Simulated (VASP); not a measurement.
Input of a VASP 6.6.1 run:

File POSCAR:

```
ZrS
1.0
    0.0000000000      2.6124645008      2.6124645008
    2.6124645008      0.0000000000      2.6124645008
    2.6124645008      2.6124645008      0.0000000000
Zr S
1 1
Direct
    0.0000000000      0.0000000000      0.0000000000
    0.5000000000      0.5000000000      0.5000000000
```

Contents of INCAR.step1:

```
ALGO = Normal
EDIFF = 1E-4
ENCUT = 520
GGA = PE
ISMEAR = 0
LASPH = True
LCHARG = False
LREAL = False
LWAVE = True
NBANDS = 16
NELM = 60
PREC = Accurate
SIGMA = 0.15
```

File INCAR.step2:

```
ALGO = Normal
EDIFF = 1E-7
ENCUT = 520
ISIF = 2
ISMEAR = 0
ISTART = 1
LASPH = True
LCHARG = True
LELF = True
LMIXTAU = True
LREAL = False
LVHAR = True
LWAVE = False
METAGGA = R2SCAN
NBANDS = 16
NELM = 60
PREC = Accurate
SIGMA = 0.15
```

Contents of KPOINTS:

```
k-points
0
Gamma
  20 20 20
```

Potentials or basis: VASP PAW PBE potentials, release 64 (Zr_sv, S).

Run with:

```bash
$ cat potpaw_PBE.64/Zr_sv/POTCAR potpaw_PBE.64/S/POTCAR > POTCAR
$ cp INCAR.step1 INCAR
$ mpirun -np 1 vasp_std > vasp.out
$ cp INCAR.step2 INCAR
$ mpirun -np 1 vasp_std > vasp.out
```

**Question.** What does it give for the pressure?

**Answer.** -0.1 GPa.

**Question.** Predict the band gap on the k mesh.

**Answer.** Zero (bands 9 and 10 overlap by 2.98 eV).

Caveat: the PAW data sets were made with another functional, which shifts forces and pressure a little.
